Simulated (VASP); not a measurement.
A run of VASP 6.6.1:

File INCAR:

```
  ALGO = Normal
  EDIFF = 1E-7
  ENCUT = 520
  GGA = PS
  ISIF = 2
  ISMEAR = 0
  LASPH = T
  LCHARG = F
  LREAL = F
  LWAVE = F
  NBANDS = 20
  NELM = 60
  PREC = Accurate
  SIGMA = 0.05
```

The input KPOINTS:

```
k-points
0
Gamma
  12 12 12
```

Contents of POSCAR:

```
SnO2
1.0
    1.5786500000      0.9114340025      4.5279666667
   -1.5786500000      0.9114340025      4.5279666667
    0.0000000000     -1.8228680049      4.5279666667
Sn O
1 2
Direct
    0.5000000000      0.5000000000      0.5000000000
    0.2414378084      0.2414378084      0.2414378084
    0.7585621916      0.7585621916      0.7585621916
```

Potentials or basis: VASP PAW PBE potentials, release 64 (Sn_d, O).

Command:

```console
$ cat potpaw_PBE.64/Sn_d/POTCAR potpaw_PBE.64/O/POTCAR > POTCAR
$ mpirun -np 1 vasp_std > vasp.out
```

Hardware: 1 thread of Intel(R) Xeon(R) 6975P-C (Granite Rapids) (shared host).

Problem. Estimate the wall time of this run.

Solution. Wall time 82 s on 1 thread of Intel(R) Xeon(R) 6975P-C (Granite Rapids) (shared host), peak memory 0.29 GiB. Counts: scf iterations 15, k points 189.
